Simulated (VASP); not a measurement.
# SiC (lda) (F-43m) in VASP: a series of runs

The runs below take SiC (lda) through single point, with LDA.

All numbers are computed with VASP 6.6.1; they aren't measurements. Logs are shortened: lines on timing, memory, paths and dates and some standing lists are left out, and cuts for length are marked.

### 1 The cell of the first run

Symmetry: F-43m, No. 216, cubic system. The conventional cell has a = 4.360 Å, b = 4.360 Å, c = 4.360 Å, α = 90.00°, β = 90.00°, γ = 90.00°. Within 2.5 Å of Si (site symmetry -43m) lie 4 C at 1.89 Å. C (site symmetry -43m) has 4 Si at 1.89 Å within 2.5 Å.

### 2 Single point, LDA

The input, INCAR:

```
SYSTEM = SiC
  PREC = Accurate
  ENCUT = 600
  EDIFF = 1E-6
  ISMEAR = 0
  SIGMA = 0.1
  LREAL = .False.
  LASPH = .True.
  NELM = 120
  ALGO = Normal
  ISIF = 2
  LWAVE = .False.
  LCHARG = .True.
  LELF = .True.
  LVHAR = .True.
  NBANDS = 11
  GGA_COMPAT = .False.
```

The input, KPOINTS:

```
regular mesh
0
Gamma
  8 8 8
  0 0 0
```

The input, POSCAR:

```
SiC
1.0
    0.0000000000      2.1800000000      2.1800000000
    2.1800000000      0.0000000000      2.1800000000
    2.1800000000      2.1800000000      0.0000000000
Si C
1 1
Direct
    0.0000000000      0.0000000000      0.0000000000
    0.2500000000      0.2500000000      0.2500000000
```

Potentials or basis: VASP PAW LDA potentials, release 64 (Si, C).

On the command line:

```console
$ cat potpaw_LDA.64/Si/POTCAR potpaw_LDA.64/C/POTCAR > POTCAR
$ mpirun -np 1 vasp_std > vasp.out
```

OUTCAR:

```text
SYSTEM = SiC
   PREC = Accurate
   ENCUT = 600
   EDIFF = 1E-6
   ISMEAR = 0
   LREAL = .False.
   LASPH = .True.
   NELM = 120
   ISIF = 2

 ion  position               nearest neighbor table
   1  0.000  0.000  0.000-   2 1.89   2 1.89   2 1.89   2 1.89
   2  0.250  0.250  0.250-   1 1.89   1 1.89   1 1.89   1 1.89

  LATTYP: Found a face centered cubic cell.
 ALAT       =     4.3600000000

  Lattice vectors:

 A1 = (   0.0000000000,   2.1800000000,   2.1800000000)
 A2 = (   2.1800000000,   0.0000000000,   2.1800000000)
 A3 = (   2.1800000000,   2.1800000000,   0.0000000000)

Analysis of symmetry for initial positions (statically):
=====================================================================
 Subroutine PRICEL returns:
 Original cell was already a primitive cell.

 Routine SETGRP: Setting up the symmetry group for a
 face centered cubic supercell.

 Subroutine GETGRP returns: Found 24 space group operations
 (whereof 24 operations were pure point group operations)
 out of a pool of 48 trial point group operations.

The static configuration has the point symmetry T_d .

Analysis of symmetry for dynamics (positions and initial velocities):
=====================================================================
 Subroutine PRICEL returns:
 Original cell was already a primitive cell.

 Routine SETGRP: Setting up the symmetry group for a
 face centered cubic supercell.

 Subroutine GETGRP returns: Found 24 space group operations
 (whereof 24 operations were pure point group operations)
 out of a pool of 48 trial point group operations.

The dynamic configuration has the point symmetry T_d .

 Subroutine INISYM returns: Found 24 space group operations
 (whereof 24 operations are pure point group operations),
 and found     1 'primitive' translations

----------------------------------------------------------------------------------------

                                     Primitive cell

  volume of cell :      20.7205

  direct lattice vectors                    reciprocal lattice vectors
     0.000000000  2.180000000  2.180000000    -0.229357798  0.229357798  0.229357798
     2.180000000  0.000000000  2.180000000     0.229357798 -0.229357798  0.229357798
     2.180000000  2.180000000  0.000000000     0.229357798  0.229357798 -0.229357798

  length of vectors
     3.082985566  3.082985566  3.082985566     0.397259360  0.397259360  0.397259360

  position of ions in fractional coordinates (direct lattice)
     0.000000000  0.000000000  0.000000000
     0.250000000  0.250000000  0.250000000

  ion indices of the primitive-cell ions
   primitive index   ion index
                 1           1
                 2           2

----------------------------------------------------------------------------------------

 KPOINTS: regular mesh

Automatic generation of k-mesh.
 Grid dimensions read from file:
 generate k-points for:    8    8    8

 Generating k-lattice:

  Cartesian coordinates                     Fractional coordinates (reciprocal lattice)
    -0.028669725  0.028669725  0.028669725     0.125000000  0.000000000  0.000000000
     0.028669725 -0.028669725  0.028669725     0.000000000  0.125000000  0.000000000
     0.028669725  0.028669725 -0.028669725     0.000000000  0.000000000  0.125000000

  Length of vectors
     0.049657420  0.049657420  0.049657420

  Shift w.r.t. Gamma in fractional coordinates (k-lattice)
     0.000000000  0.000000000  0.000000000

 Subroutine IBZKPT returns following result:
 ===========================================

 Found     29 irreducible k-points:

 Following reciprocal coordinates:
            Coordinates               Weight
  0.000000  0.000000  0.000000      1.000000
  0.125000  0.000000  0.000000      8.000000
  0.250000  0.000000  0.000000      8.000000
  0.375000  0.000000  0.000000      8.000000
  0.500000  0.000000  0.000000      4.000000
  0.125000  0.125000  0.000000      6.000000
[... 16 lines left out ...]
  0.500000  0.250000  0.125000     48.000000
 -0.375000  0.250000  0.125000     24.000000
 [... further k-points ...]
   k-points           NKPTS =     29   k-points in BZ     NKDIM =     29   number of bands    NBANDS=     11
   number of dos      NEDOS =    301   number of ions     NIONS =      2
   total plane-waves  NPLWV =  21952
   dimension x,y,z NGX =    28 NGY =   28 NGZ =   28
   dimension x,y,z NGXF=    56 NGYF=   56 NGZF=   56
   ions per type =               1   1
   NGX,Y,Z   is equivalent  to a cutoff of  15.10, 15.10, 15.10 a.u.
   NGXF,Y,Z  is equivalent  to a cutoff of  30.20, 30.20, 30.20 a.u.
 SYSTEM =  SiC
   PREC   = accura    normal or accurate (medium, high low for compatibility)
   ISTART =      0    job   : 0-new  1-cont  2-samecut
   ICHARG =      2    charge: 1-file 2-atom 10-const
   ISPIN  =      1    spin polarized calculation?
   LNONCOLLINEAR =      F non collinear calculations
   LSORBIT =      F    spin-orbit coupling
   LASPH  =      T    aspherical Exc in radial PAW
   ENCUT  =  600.0 eV  44.10 Ry    6.64 a.u.   6.16  6.16  6.16*2*pi/ulx,y,z
   NELM   =    120;   NELMIN=  2; NELMDL= -5     # of ELM steps
   EDIFF  = 0.1E-05   stopping-criterion for ELM
   LREAL  =      F    real-space projection
   EDIFFG = 0.1E-04   stopping-criterion for IOM
   NSW    =      0    number of steps for IOM
   IBRION =     -1    ionic relax: 0-MD 1-quasi-New 2-CG
   NFREE  =      0    steps in history (QN), initial steepest desc. (CG)
   ISIF   =      2    stress and relaxation
   ISYM   =      2    0-nonsym 1-usesym 2-fastsym
   POTIM  = 0.5000    time-step for ionic-motion
   TEBEG  =    0.0;   TEEND  =   0.0 temperature during run
   PSTRESS=    0.0 pullay stress
   NELECT =       8.0000    total number of electrons
   NUPDOWN=      -1.0000    fix difference up-down
   EMIN   =  10.00;   EMAX   =-10.00  energy-range for DOS
   EFERMI =   0.00;   METHOD = LEGACY
   ISMEAR =     0;   SIGMA  =   0.10  broadening in eV -4-tet -1-fermi 0-gaus
   EFERMI_NEDOS =   21; number of points for ismear=-14 and -15
   IALGO  =     38    algorithm
   IMIX   =      4    mixing-type and parameters
     AMIX     =   0.40;   BMIX     =  1.00
     AMIX_MAG =   1.60;   BMIX_MAG =  1.00
  volume/ion in A,a.u.               =      10.36        69.91
  Fermi-wavevector in a.u.,A,eV,Ry     =   1.192079  2.252702 19.334588  1.421052
  Thomas-Fermi vector in A             =   2.328126
   LORBIT       =      0    0 simple, 1 ext, 2 COOP (PROOUT), +10 PAW based schemes
   GGA     = CA    functional components
   LHFCALC =     F    Hartree Fock is set to
   AEXX    =    0.0000 exact exchange contribution
   IVDW    =     0    specifies the selected vdW correction
   LEPSILON=     F    determine dielectric tensor
   LRPA    =     F    only Hartree local field effects (RPA)
 non-spin polarized calculation
 Gauss-broadening in eV      SIGMA  =   0.10
  energy-cutoff  :      600.00
  volume of cell :       20.72
 maximum number of plane-waves:       701
 NGX is ok and might be reduce to    28
   NGX = 13   NGY = 13   NGZ = 13

 number of electron       8.0000000 magnetization

 Free energy of the ion-electron system (eV)
  ---------------------------------------------------
  ext. energy  EPLUGINS =         0.00000000
  ---------------------------------------------------
  free energy    TOTEN  =       -16.63816459 eV

  energy without entropy =      -16.63816459  energy(sigma->0) =      -16.63816459

 E-fermi :   8.5551     XC(G=0): -11.5506

 val. band max:        8.0460628912   @ k =   0.0000   0.0000   0.0000
 cond. band min:       9.3514913352   @ k =   0.5000   0.5000   0.0000
 fundamental gap:      1.3054284440
 Fermi energy:         8.5550990923

 k-point     1 :       0.0000    0.0000    0.0000
  band No.  band energies     occupation
      1      -7.2592      2.00000
      2       8.0461      2.00000
      3       8.0461      2.00000
      4       8.0461      2.00000
      5      14.3209      0.00000
      6      15.2283      0.00000
      7      15.2283      0.00000
      8      15.2283      0.00000
      9      22.4977      0.00000
     10      22.4977      0.00000
     11      24.1946      0.00000

 k-point     2 :       0.1250    0.0000    0.0000
  band No.  band energies     occupation
      1      -6.9538      2.00000
      2       6.5763      2.00000
      3       7.8440      2.00000
      4       7.8440      2.00000
      5      14.4879      0.00000
      6      15.5782      0.00000
      7      15.5782      0.00000
      8      15.7904      0.00000
      9      21.2620      0.00000
     10      21.2620      0.00000
     11      23.8826      0.00000

 k-point     3 :       0.2500    0.0000    0.0000
  band No.  band energies     occupation
      1      -6.0593      2.00000
      2       3.7776      2.00000
      3       7.4380      2.00000
      4       7.4380      2.00000
      5      13.9759      0.00000
      6      15.8340      0.00000
      7      15.8340      0.00000
      8      17.2860      0.00000
      9      21.0747      0.00000
     10      21.0747      0.00000
     11      22.9853      0.00000

 k-point     4 :       0.3750    0.0000    0.0000
  band No.  band energies     occupation
      1      -4.6918      2.00000
      2       1.0319      2.00000
      3       7.1107      2.00000
      4       7.1107      2.00000
      5      13.5640      0.00000
      6      15.4189      0.00000
      7      15.4189      0.00000
      8      17.9276      0.00000
      9      23.0250      0.00000
     10      23.0250      0.00000
     11      23.3411      0.00000

 k-point     5 :       0.5000    0.0000    0.0000
  band No.  band energies     occupation
      1      -3.6449      2.00000
      2      -0.5023      2.00000
      3       6.9918      2.00000
      4       6.9918      2.00000
      5      13.4238      0.00000
      6      15.1691      0.00000
      7      15.1691      0.00000
      8      17.9551      0.00000
      9      23.9596      0.00000
     10      25.0821      0.00000
     11      25.0821      0.00000
[... 211 lines left out ...]
 k-point    21 :       0.5000    0.5000    0.0000
  band No.  band energies     occupation
      1      -2.1639      2.00000
      2       0.2379      2.00000
      3       4.8552      2.00000
      4       4.8552      2.00000
      5       9.3515      0.00000
      6      12.2290      0.00000
      7      21.8564      0.00000
      8      21.8564      0.00000
      9      22.5784      0.00000
     10      27.9895      0.00000
     11      30.1036      0.00000

 k-point    22 :       0.3750    0.2500    0.1250
  band No.  band energies     occupation
      1      -5.2811      2.00000
      2       3.6053      2.00000
      3       5.1744      2.00000
      4       6.7701      2.00000
      5      13.3191      0.00000
      6      15.5670      0.00000
      7      16.4095      0.00000
      8      17.9739      0.00000
      9      20.1651      0.00000
     10      23.8854      0.00000
     11      27.3252      0.00000

 k-point    23 :       0.5000    0.2500    0.1250
  band No.  band energies     occupation
      1      -3.9642      2.00000
      2       1.5578      2.00000
      3       4.4445      2.00000
      4       6.1166      2.00000
      5      13.2610      0.00000
      6      15.5410      0.00000
      7      17.1168      0.00000
      8      18.3648      0.00000
      9      21.2634      0.00000
     10      24.3519      0.00000
     11      27.2003      0.00000

 k-point    24 :      -0.3750    0.2500    0.1250
  band No.  band energies     occupation
      1      -2.9880      2.00000
      2       0.2085      2.00000
      3       4.3385      2.00000
      4       5.7778      2.00000
      5      13.2021      0.00000
      6      15.2302      0.00000
      7      18.0615      0.00000
      8      18.8940      0.00000
      9      21.2900      0.00000
     10      24.1123      0.00000
     11      27.1620      0.00000

 [... further k-points ...]

------------------------ aborting loop because EDIFF is reached ----------------------------------------

  FORCE on cell =-STRESS in cart. coord.  units (eV):
  Direction    XX          YY          ZZ          XY          YZ          ZX
  --------------------------------------------------------------------------------------
  -------------------------------------------------------------------------------------
  Total       -0.5771814     -0.5771814     -0.5771814      0.0000000      0.0000000      0.0000000
  in kB      -44.6296479    -44.6296479    -44.6296479      0.0000000      0.0000000      0.0000000
  external PRESSURE =     -44.6296479 kB  Pullay stress =       0.0000000 kB

 VOLUME and BASIS-vectors are now :
 -----------------------------------------------------------------------------
  energy-cutoff  :      600.00
  volume of cell :       20.72
      direct lattice vectors                 reciprocal lattice vectors
     0.000000000  2.180000000  2.180000000    -0.229357798  0.229357798  0.229357798
     2.180000000  0.000000000  2.180000000     0.229357798 -0.229357798  0.229357798
     2.180000000  2.180000000  0.000000000     0.229357798  0.229357798 -0.229357798

 POSITION                                       TOTAL-FORCE (eV/Angst)
 -----------------------------------------------------------------------------------
      0.00000      0.00000      0.00000         0.000000      0.000000      0.000000
      1.09000      1.09000      1.09000        -0.000000     -0.000000     -0.000000
 -----------------------------------------------------------------------------------
    total drift:                               -0.000000     -0.000000     -0.000000

  FREE ENERGIE OF THE ION-ELECTRON SYSTEM (eV)
  ---------------------------------------------------
  free  energy   TOTEN  =       -16.6381645906 eV

  energy  without entropy=      -16.6381645906  energy(sigma->0) =      -16.63816459
```

Wall time 9.6 s (1 thread of AMD EPYC 9R45 (Zen 5), shared host); peak memory 0.1 GiB.

What came out:

```yaml
Free_energy: -16.6382 eV
Pressure: -4.5 GPa
Band_gap_on_the_k_mesh: 1.31 eV, indirect (least direct gap 4.50 eV)
```

A k mesh can miss the band edges.

### 3 Single point, LDA

This run uses another cell than the first one, of 10.14 Å³/atom, 0.979 times its volume.

The input, INCAR:

```
  PREC = Accurate
  ENCUT = 600
  EDIFF = 1E-6
  ISMEAR = 0
  SIGMA = 0.02
  LREAL = False
  LASPH = True
  NELM = 120
  ALGO = Normal
  ISIF = 2
  LWAVE = False
  LCHARG = True
  LELF = True
  LVHAR = True
  NBANDS = 11
  GGA_COMPAT = False
```

The input, KPOINTS:

```
Automatic mesh
0
Gamma
  10 10 10
```

The input, POSCAR:

```
SiC
1.0
    0.0000000000      2.1644841995      2.1644841995
    2.1644841995      0.0000000000      2.1644841995
    2.1644841995      2.1644841995      0.0000000000
Si C
1 1
Direct
    0.0000000000      0.0000000000      0.0000000000
    0.2500000000      0.2500000000      0.2500000000
```

Potentials or basis: VASP PAW LDA potentials, release 64 (Si, C).

On the command line:

```console
$ cat potpaw_LDA.64/Si/POTCAR potpaw_LDA.64/C/POTCAR > POTCAR
$ mpirun -np 1 vasp_std > vasp.out
```

Wall time 9.7 s (1 thread of AMD EPYC 9R45 (Zen 5), shared host); peak memory 0.1 GiB.

Results (log left out):

- Free energy: -16.6446 eV
- Pressure: 0.3 GPa
- Band gap on the k mesh: 1.29 eV, indirect (least direct gap 4.52 eV)

Levels at points of the mesh, in eV from the valence-band top:
```csv
k point,band 1,band 2,band 3,band 4,band 5,band 6,band 7,band 8
"(0.00, 0.00, 0.00)",-15.47,0.00,0.00,0.00,6.53,7.33,7.33,7.33
"(0.50, 0.00, 0.00)",-11.78,-8.67,-1.06,-1.06,5.57,7.21,7.21,10.03
"(0.50, 0.50, 0.00)",-10.28,-7.88,-3.23,-3.23,1.29,4.26,14.06,14.06
```

A k mesh can miss the band edges. As with any semilocal functional, this LDA gap is likely too small.

(Part 1 of 2 ends here.)
